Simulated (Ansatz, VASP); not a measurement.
**One calculation of LiSi3N2, two programs**

```
CELL_PARAMETERS angstrom
2.66793 0.00000 0.00000
0.00000 2.66793 0.00000
0.00000 0.00000 9.56794
ATOMIC_POSITIONS crystal
Li 0.00000 0.00000 0.00000
Si 0.50000 0.50000 0.24936
Si 0.50000 0.50000 0.50000
Si 0.50000 0.50000 0.75064
N 0.00000 0.00000 0.20929
N 0.00000 0.00000 0.79071
```

Change from the starting cell: species swapped into the Pr3MgAl2 type (P4/mmm, No. 123).

Alike in both runs: task relaxation of cell and atoms; functional PBE; k mesh 14 × 14 × 4; occupations gaussian, width 0.1 eV; no spin polarisation.

|  | VASP | Ansatz |
| --- | --- | --- |
| version | VASP 6.6.1 | Ansatz 0.2.0 |
| potentials or method | VASP PAW PBE potentials, release 64 (Li_sv, Si, N), cutoff 600 eV | scalar-relativistic, plane waves, PAW |
| valence electrons in the cell | 25 | 25 |

```csv
,VASP,Ansatz,Ansatz less VASP
"gap on the k mesh at the Fermi level, each at its own relaxed structure (eV)",none,none,-
relaxed volume (Å³/atom),11.32,11.33,+0.003
relaxed length of the cell vector where the two differ most in proportion (Å),2.666,2.667,+0.0008
```

A gap of «none» marks a metal or a gap that the smearing closes.

Noted on VASP's run: the cutoff is under 1.25 times that of the potentials, so the pressure is a little rough.
